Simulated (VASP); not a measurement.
# TaN (P6_3mc) in VASP: notebook

TaN is run at these levels: PBEsol; tasks: single point.

Program: VASP 6.6.1. These are calculated values, not measurements. Logs are shortened: lines on timing, memory, paths and dates and some standing lists are left out, and cuts for length are marked.

## (1) The cell of the first run

It takes space group P6_3mc (No. 186, hexagonal). The conventional cell has a = 3.050 Å, b = 3.050 Å, c = 4.940 Å, α = 90.00°, β = 90.00°, γ = 120.00°. Within 2.5 Å of Ta (site symmetry 3m) lie 4 N at 1.85 to 1.90 Å. N (site symmetry 3m) has 4 Ta at 1.85 to 1.90 Å within 2.5 Å.

## (2) Single point, PBEsol

Input file INCAR:

```
ALGO = Normal
EDIFF = 1E-6
ENCUT = 520
GGA = PS
ISIF = 2
ISMEAR = 0
LASPH = T
LCHARG = F
LREAL = F
LWAVE = F
NBANDS = 24
NELM = 100
PREC = Accurate
SIGMA = 0.15
```

Input file KPOINTS:

```
k-points
0
Gamma
  18 18 10
```

Input file POSCAR:

```
TaN
1.0
    3.0500010905      0.0000000000      0.0000000000
   -1.5250005453      2.6413784260      0.0000000000
    0.0000000000      0.0000000000      4.9400000000
Ta N
2 2
Direct
    0.3333333333      0.6666666667      0.0000000000
    0.6666666667      0.3333333333      0.5000000000
    0.3333333333      0.6666666667      0.3850000000
    0.6666666667      0.3333333333      0.8850000000
```

Potentials or basis: VASP PAW PBE potentials, release 64 (Ta_pv, N).

Launch:

```console
cat potpaw_PBE.64/Ta_pv/POTCAR potpaw_PBE.64/N/POTCAR > POTCAR
mpirun -np 1 vasp_std > vasp.out
```

OUTCAR:

```text
EDIFF = 1E-6
   ENCUT = 520
   GGA = PS
   ISIF = 2
   ISMEAR = 0
   LASPH = T
   LREAL = F
   NELM = 100
   PREC = Accurate

 ion  position               nearest neighbor table
   1  0.333  0.667  0.000-   4 1.85   4 1.85   4 1.85   3 1.90   2 3.03   2 3.03   2 3.03   2 3.03
                             2 3.03   2 3.03
   2  0.667  0.333  0.500-   3 1.85   3 1.85   3 1.85   4 1.90   1 3.03   1 3.03   1 3.03   1 3.03
                             1 3.03   1 3.03
   3  0.333  0.667  0.385-   2 1.85   2 1.85   2 1.85   1 1.90
   4  0.667  0.333  0.885-   1 1.85   1 1.85   1 1.85   2 1.90

  LATTYP: Found a hexagonal cell.
 ALAT       =     3.0500010905
 C/A-ratio  =     1.6196715520

  Lattice vectors:

 A1 = (   3.0500010905,   0.0000000000,   0.0000000000)
 A2 = (  -1.5250005453,   2.6413784260,   0.0000000000)
 A3 = (   0.0000000000,   0.0000000000,   4.9400000000)

Analysis of symmetry for initial positions (statically):
=====================================================================
 Subroutine PRICEL returns:
 Original cell was already a primitive cell.

 Routine SETGRP: Setting up the symmetry group for a
 hexagonal supercell.

 Subroutine GETGRP returns: Found 12 space group operations
 (whereof  6 operations were pure point group operations)
 out of a pool of 24 trial point group operations.

The static configuration has the point symmetry C_3v.
 The point group associated with its full space group is C_6v.

Analysis of symmetry for dynamics (positions and initial velocities):
=====================================================================
 Subroutine PRICEL returns:
 Original cell was already a primitive cell.

 Routine SETGRP: Setting up the symmetry group for a
 hexagonal supercell.

 Subroutine GETGRP returns: Found 12 space group operations
 (whereof  6 operations were pure point group operations)
 out of a pool of 24 trial point group operations.

The dynamic configuration has the point symmetry C_3v.
 The point group associated with its full space group is C_6v.

 Subroutine INISYM returns: Found 12 space group operations
 (whereof  6 operations are pure point group operations),
 and found     1 'primitive' translations

----------------------------------------------------------------------------------------

                                     Primitive cell

  volume of cell :      39.7977

  direct lattice vectors                    reciprocal lattice vectors
     3.050001090  0.000000000  0.000000000     0.327868735  0.189295103  0.000000000
    -1.525000545  2.641378426  0.000000000     0.000000000  0.378590205  0.000000000
     0.000000000  0.000000000  4.940000000     0.000000000  0.000000000  0.202429150

  length of vectors
     3.050001090  3.050001091  4.940000000     0.378590205  0.378590205  0.202429150

  position of ions in fractional coordinates (direct lattice)
     0.333333333  0.666666667  0.000000000
     0.666666667  0.333333333  0.500000000
     0.333333333  0.666666667  0.385000000
     0.666666667  0.333333333  0.885000000

  ion indices of the primitive-cell ions
   primitive index   ion index
                 1           1
                 2           2
                 3           3
                 4           4

----------------------------------------------------------------------------------------

 KPOINTS: k-points

Automatic generation of k-mesh.
 Grid dimensions read from file:
 generate k-points for:   18   18   10

 Generating k-lattice:

  Cartesian coordinates                     Fractional coordinates (reciprocal lattice)
     0.018214930  0.010516395  0.000000000     0.055555556  0.000000000  0.000000000
     0.000000000  0.021032789  0.000000000     0.000000000  0.055555556  0.000000000
     0.000000000  0.000000000  0.020242915     0.000000000  0.000000000  0.100000000

  Length of vectors
     0.021032789  0.021032789  0.020242915

  Shift w.r.t. Gamma in fractional coordinates (k-lattice)
     0.000000000  0.000000000  0.000000000

 Subroutine IBZKPT returns following result:
 ===========================================

 Found    222 irreducible k-points:

 Following reciprocal coordinates:
            Coordinates               Weight
  0.000000  0.000000  0.000000      1.000000
  0.055556  0.000000  0.000000      6.000000
  0.111111  0.000000  0.000000      6.000000
  0.166667  0.000000  0.000000      6.000000
  0.222222  0.000000  0.000000      6.000000
  0.277778  0.000000  0.000000      6.000000
[... 16 lines left out ...]
  0.333333  0.111111  0.000000     12.000000
  0.388889  0.111111  0.000000     12.000000
 [... further k-points ...]
   k-points           NKPTS =    222   k-points in BZ     NKDIM =    222   number of bands    NBANDS=     24
   number of dos      NEDOS =    301   number of ions     NIONS =      4
   total plane-waves  NPLWV =  23040
   dimension x,y,z NGX =    24 NGY =   24 NGZ =   40
   dimension x,y,z NGXF=    48 NGYF=   48 NGZF=   80
   ions per type =               2   2
   NGX,Y,Z   is equivalent  to a cutoff of  13.08, 13.08, 13.46 a.u.
   NGXF,Y,Z  is equivalent  to a cutoff of  26.16, 26.16, 26.92 a.u.
 SYSTEM =  unknown system
   PREC   = accura    normal or accurate (medium, high low for compatibility)
   ISTART =      0    job   : 0-new  1-cont  2-samecut
   ICHARG =      2    charge: 1-file 2-atom 10-const
   ISPIN  =      1    spin polarized calculation?
   LNONCOLLINEAR =      F non collinear calculations
   LSORBIT =      F    spin-orbit coupling
   LASPH  =      T    aspherical Exc in radial PAW
   ENCUT  =  520.0 eV  38.22 Ry    6.18 a.u.   5.67  5.67  9.19*2*pi/ulx,y,z
   NELM   =    100;   NELMIN=  2; NELMDL= -5     # of ELM steps
   EDIFF  = 0.1E-05   stopping-criterion for ELM
   LREAL  =      F    real-space projection
   EDIFFG = 0.1E-04   stopping-criterion for IOM
   NSW    =      0    number of steps for IOM
   IBRION =     -1    ionic relax: 0-MD 1-quasi-New 2-CG
   NFREE  =      0    steps in history (QN), initial steepest desc. (CG)
   ISIF   =      2    stress and relaxation
   ISYM   =      2    0-nonsym 1-usesym 2-fastsym
   POTIM  = 0.5000    time-step for ionic-motion
   TEBEG  =    0.0;   TEEND  =   0.0 temperature during run
   PSTRESS=    0.0 pullay stress
   NELECT =      32.0000    total number of electrons
   NUPDOWN=      -1.0000    fix difference up-down
   EMIN   =  10.00;   EMAX   =-10.00  energy-range for DOS
   EFERMI =   0.00;   METHOD = LEGACY
   ISMEAR =     0;   SIGMA  =   0.15  broadening in eV -4-tet -1-fermi 0-gaus
   EFERMI_NEDOS =   21; number of points for ismear=-14 and -15
   IALGO  =     38    algorithm
   IMIX   =      4    mixing-type and parameters
     AMIX     =   0.40;   BMIX     =  1.00
     AMIX_MAG =   1.60;   BMIX_MAG =  1.00
  volume/ion in A,a.u.               =       9.95        67.14
  Fermi-wavevector in a.u.,A,eV,Ry     =   1.522319  2.876766 31.530886  2.317455
  Thomas-Fermi vector in A             =   2.630914
   LORBIT       =      0    0 simple, 1 ext, 2 COOP (PROOUT), +10 PAW based schemes
   GGA     = PS    functional components
   LHFCALC =     F    Hartree Fock is set to
   AEXX    =    0.0000 exact exchange contribution
   IVDW    =     0    specifies the selected vdW correction
   LEPSILON=     F    determine dielectric tensor
   LRPA    =     F    only Hartree local field effects (RPA)
 non-spin polarized calculation
 Gauss-broadening in eV      SIGMA  =   0.15
  energy-cutoff  :      520.00
  volume of cell :       39.80
 maximum number of plane-waves:      1093
 NGX is ok and might be reduce to    24
   NGX = 11   NGY = 11   NGZ = 19

 number of electron      32.0000000 magnetization

 Free energy of the ion-electron system (eV)
  ---------------------------------------------------
  ext. energy  EPLUGINS =         0.00000000
  ---------------------------------------------------
  free energy    TOTEN  =       -40.83154625 eV

  energy without entropy =      -40.81510901  energy(sigma->0) =      -40.82332763

 E-fermi :   9.5902     XC(G=0): -13.6970

 val. band max:        9.5896989507   @ k =   0.2222   0.0000   0.0000
 cond. band min:       9.5926913059   @ k =   0.2222   0.0556   0.0000
 fundamental gap:      0.0029923552
 Fermi energy:         9.5901997453

 k-point     1 :       0.0000    0.0000    0.0000
  band No.  band energies     occupation
      1     -26.4587      2.00000
      2     -25.3476      2.00000
      3     -25.3476      2.00000
      4     -25.1547      2.00000
      5     -25.1547      2.00000
      6     -25.0929      2.00000
[... 16 lines left out ...]
     23      16.2944      0.00000
     24      16.2944      0.00000

 k-point     2 :       0.0556    0.0000    0.0000
  band No.  band energies     occupation
      1     -26.4475      2.00000
      2     -25.3805      2.00000
      3     -25.3572      2.00000
      4     -25.1924      2.00000
      5     -25.1600      2.00000
      6     -25.0980      2.00000
[... 16 lines left out ...]
     23      16.2937      0.00000
     24      16.3882      0.00000

 k-point     3 :       0.1111    0.0000    0.0000
  band No.  band energies     occupation
      1     -26.4148      2.00000
      2     -25.4738      2.00000
      3     -25.3843      2.00000
      4     -25.2988      2.00000
      5     -25.1756      2.00000
      6     -25.1137      2.00000
[... 16 lines left out ...]
     23      16.2936      0.00000
     24      16.8026      0.00000
[... 514 lines left out ...]
 k-point    23 :       0.3333    0.1111    0.0000
  band No.  band energies     occupation
      1     -26.3279      2.00000
      2     -26.1476      2.00000
      3     -25.8876      2.00000
      4     -25.6698      2.00000
      5     -25.3914      2.00000
      6     -25.3549      2.00000
[... 16 lines left out ...]
     23      16.2900      0.00000
     24      17.4135      0.00000

 k-point    24 :       0.3889    0.1111    0.0000
  band No.  band energies     occupation
      1     -26.3911      2.00000
      2     -26.2108      2.00000
      3     -25.8419      2.00000
      4     -25.6965      2.00000
      5     -25.4194      2.00000
      6     -25.4007      2.00000
[... 16 lines left out ...]
     23      16.1147      0.00000
     24      16.9401      0.00000

 [... further k-points ...]

------------------------ aborting loop because EDIFF is reached ----------------------------------------

  FORCE on cell =-STRESS in cart. coord.  units (eV):
  Direction    XX          YY          ZZ          XY          YZ          ZX
  --------------------------------------------------------------------------------------
  -------------------------------------------------------------------------------------
  Total       34.3008860     34.3008860     27.8227959     -0.0000000     -0.0000000      0.0000000
  in kB     1380.8876645   1380.8876646   1120.0922243     -0.0000000     -0.0000000      0.0000000
  external PRESSURE =    1293.9558512 kB  Pullay stress =       0.0000000 kB

 VOLUME and BASIS-vectors are now :
 -----------------------------------------------------------------------------
  energy-cutoff  :      520.00
  volume of cell :       39.80
      direct lattice vectors                 reciprocal lattice vectors
     3.050001090  0.000000000  0.000000000     0.327868735  0.189295103  0.000000000
    -1.525000545  2.641378426  0.000000000     0.000000000  0.378590205  0.000000000
     0.000000000  0.000000000  4.940000000     0.000000000  0.000000000  0.202429150

 POSITION                                       TOTAL-FORCE (eV/Angst)
 -----------------------------------------------------------------------------------
     -0.00000      1.76092      0.00000        -0.000000      0.000000      2.355320
      1.52500      0.88046      2.47000         0.000000     -0.000000      2.355320
     -0.00000      1.76092      1.90190        -0.000000     -0.000000     -2.355320
      1.52500      0.88046      4.37190         0.000000      0.000000     -2.355320
 -----------------------------------------------------------------------------------
    total drift:                               -0.000000      0.000000      0.000696

  FREE ENERGIE OF THE ION-ELECTRON SYSTEM (eV)
  ---------------------------------------------------
  free  energy   TOTEN  =       -40.8315462533 eV

  energy  without entropy=      -40.8151090093  energy(sigma->0) =      -40.82332763
```

Run time: 2.1 min. Hardware: 1 thread of AMD EPYC 9R14 (Zen 4), shared host; peak memory 0.26 GiB.

What came out:

```yaml
Free_energy: -40.8315 eV
Pressure: 129.4 GPa
Largest_force: 2.355 eV/Å
Band_gap_on_the_k_mesh: zero (bands 16 and 17 overlap by 2.86 eV)
```

Forces on the atoms (eV/Å):
```
Ta   0.000  0.000  2.355
Ta   0.000  0.000  2.355
N    0.000  0.000 -2.355
N    0.000  0.000 -2.355
```

Caveat: the cell stands under pressure; the PAW data sets were made with another functional, which shifts forces and pressure a little; spin-orbit coupling is left out, which moves the levels of the heavy elements.

## (3) Single point, PBEsol

Input file INCAR:

```
PREC = Accurate
ENCUT = 520
EDIFF = 1E-6
ISMEAR = 0
SIGMA = 0.15
LREAL = False
LASPH = True
NELM = 80
ALGO = Normal
ISIF = 2
LWAVE = False
LCHARG = True
GGA = PS
LELF = True
LVHAR = True
NBANDS = 24
```

Input file KPOINTS:

```
regular mesh
0
Gamma
  18 18 12
```

POSCAR is that of step 2.

Potentials or basis: VASP PAW PBE potentials, release 64 (Ta_pv, N).

Launch:

```console
cat potpaw_PBE.64/Ta_pv/POTCAR potpaw_PBE.64/N/POTCAR > POTCAR
mpirun -np 1 vasp_std > vasp.out
```

OUTCAR:

```text
PREC = Accurate
   ENCUT = 520
   EDIFF = 1E-6
   ISMEAR = 0
   LREAL = False
   LASPH = True
   NELM = 80
   ISIF = 2
   GGA = PS

 ion  position               nearest neighbor table
   1  0.333  0.667  0.000-   4 1.85   4 1.85   4 1.85   3 1.90   2 3.03   2 3.03   2 3.03   2 3.03
                             2 3.03   2 3.03
   2  0.667  0.333  0.500-   3 1.85   3 1.85   3 1.85   4 1.90   1 3.03   1 3.03   1 3.03   1 3.03
                             1 3.03   1 3.03
   3  0.333  0.667  0.385-   2 1.85   2 1.85   2 1.85   1 1.90
   4  0.667  0.333  0.885-   1 1.85   1 1.85   1 1.85   2 1.90

  LATTYP: Found a hexagonal cell.
 ALAT       =     3.0500010905
 C/A-ratio  =     1.6196715520

  Lattice vectors:

 A1 = (   3.0500010905,   0.0000000000,   0.0000000000)
 A2 = (  -1.5250005453,   2.6413784260,   0.0000000000)
 A3 = (   0.0000000000,   0.0000000000,   4.9400000000)

Analysis of symmetry for initial positions (statically):
=====================================================================
 Subroutine PRICEL returns:
 Original cell was already a primitive cell.

 Routine SETGRP: Setting up the symmetry group for a
[... 174 lines left out ...]

 E-fermi :   9.5913     XC(G=0): -13.6970

 val. band max:        9.5899481712   @ k =   0.1667   0.1111   0.4167
 cond. band min:       9.5924519736   @ k =   0.2222   0.0556   0.0000
 fundamental gap:      0.0025038024
 Fermi energy:         9.5912807443

 k-point     1 :       0.0000    0.0000    0.0000
  band No.  band energies     occupation
      1     -26.4592      2.00000
      2     -25.3477      2.00000
      3     -25.3477      2.00000
      4     -25.1548      2.00000
      5     -25.1548      2.00000
      6     -25.0934      2.00000
[... 637 lines left out ...]
     23      16.1144      0.00000
     24      16.9402      0.00000

 [... further k-points ...]

------------------------ aborting loop because EDIFF is reached ----------------------------------------

  FORCE on cell =-STRESS in cart. coord.  units (eV):
  Direction    XX          YY          ZZ          XY          YZ          ZX
  --------------------------------------------------------------------------------------
  -------------------------------------------------------------------------------------
  Total       34.2936733     34.2936733     27.8547085     -0.0000000      0.0000000      0.0000000
  in kB     1380.5972980   1380.5972980   1121.3769625     -0.0000000      0.0000000      0.0000000
  external PRESSURE =    1294.1905195 kB  Pullay stress =       0.0000000 kB

 VOLUME and BASIS-vectors are now :
 -----------------------------------------------------------------------------
  energy-cutoff  :      520.00
  volume of cell :       39.80
      direct lattice vectors                 reciprocal lattice vectors
     3.050001090  0.000000000  0.000000000     0.327868735  0.189295103  0.000000000
    -1.525000545  2.641378426  0.000000000     0.000000000  0.378590205  0.000000000
     0.000000000  0.000000000  4.940000000     0.000000000  0.000000000  0.202429150

 POSITION                                       TOTAL-FORCE (eV/Angst)
 -----------------------------------------------------------------------------------
     -0.00000      1.76092      0.00000        -0.000000     -0.000000      2.343481
      1.52500      0.88046      2.47000         0.000000      0.000000      2.343481
     -0.00000      1.76092      1.90190         0.000000      0.000000     -2.343481
      1.52500      0.88046      4.37190        -0.000000      0.000000     -2.343481
 -----------------------------------------------------------------------------------
    total drift:                               -0.000000      0.000000      0.000523

  FREE ENERGIE OF THE ION-ELECTRON SYSTEM (eV)
  ---------------------------------------------------
  free  energy   TOTEN  =       -40.8299478052 eV

  energy  without entropy=      -40.8115316711  energy(sigma->0) =      -40.82073974
```

OSZICAR:

```text
N       E                     dE             d eps       ncg     rms          rms(c)
DAV:   1     0.286279769898E+03    0.28628E+03   -0.17775E+04 12440   0.144E+03
DAV:   2    -0.335423318561E+02   -0.31982E+03   -0.30475E+03 14736   0.426E+02
DAV:   3    -0.474499876312E+02   -0.13908E+02   -0.13736E+02 15448   0.889E+01
DAV:   4    -0.475760150377E+02   -0.12603E+00   -0.12590E+00 13912   0.895E+00
DAV:   5    -0.475773100968E+02   -0.12951E-02   -0.12947E-02 15760   0.791E-01    0.600E+01
DAV:   6    -0.409672497242E+02    0.66101E+01   -0.22118E+01 14584   0.367E+01    0.258E+01
DAV:   7    -0.408738907617E+02    0.93359E-01   -0.87389E-01 13184   0.751E+00    0.134E+01
DAV:   8    -0.408336693135E+02    0.40221E-01   -0.50566E-02 15288   0.158E+00    0.143E+00
DAV:   9    -0.408299023366E+02    0.37670E-02   -0.10081E-02 14776   0.725E-01    0.144E-01
DAV:  10    -0.408299586572E+02   -0.56321E-04   -0.44011E-04 14760   0.175E-01    0.476E-02
DAV:  11    -0.408299482589E+02    0.10398E-04   -0.30504E-05 15272   0.428E-02    0.134E-02
DAV:  12    -0.408299478052E+02    0.45374E-06   -0.21480E-06 11528   0.143E-02
   1 F= -.40829948E+02 E0= -.40820740E+02  d E =-.184161E-01
```

stdout:

```text
POSCAR found type information on POSCAR TaN
 POSCAR found :  2 types and       4 ions
 scaLAPACK will be used
 -----------------------------------------------------------------------------
|                                                                             |
|                                                                             |
|     You enforced a specific xc type in the INCAR file but a different       |
|     I HOPE YOU KNOW WHAT YOU ARE DOING!                                     |
|                                                                             |
 -----------------------------------------------------------------------------

 LDA part: xc-table for (Slater+PW92), standard interpolation
 POSCAR, INCAR and KPOINTS ok, starting setup
 FFT: planning ... GRIDC
 FFT: planning ... GRID_SOFT
 FFT: planning ... GRID
 WAVECAR not read
 entering main loop
```

Run time: 2 min. Hardware: 1 thread of AMD EPYC 9R14 (Zen 4), shared host; peak memory 0.29 GiB.

What came out:

```
Free energy            : -40.8299 eV
Pressure               : 129.4 GPa
Largest force          : 2.343 eV/Å
Band gap on the k mesh : zero (bands 16 and 17 overlap by 2.86 eV)
```

Forces in eV/Å, atoms in the order of the input:
```
Ta   0.000  0.000  2.343
Ta   0.000  0.000  2.343
N    0.000  0.000 -2.343
N    0.000  0.000 -2.343
```

Caveat: the cell stands under pressure; the PAW data sets were made with another functional, which shifts forces and pressure a little; spin-orbit coupling is left out, which moves the levels of the heavy elements.
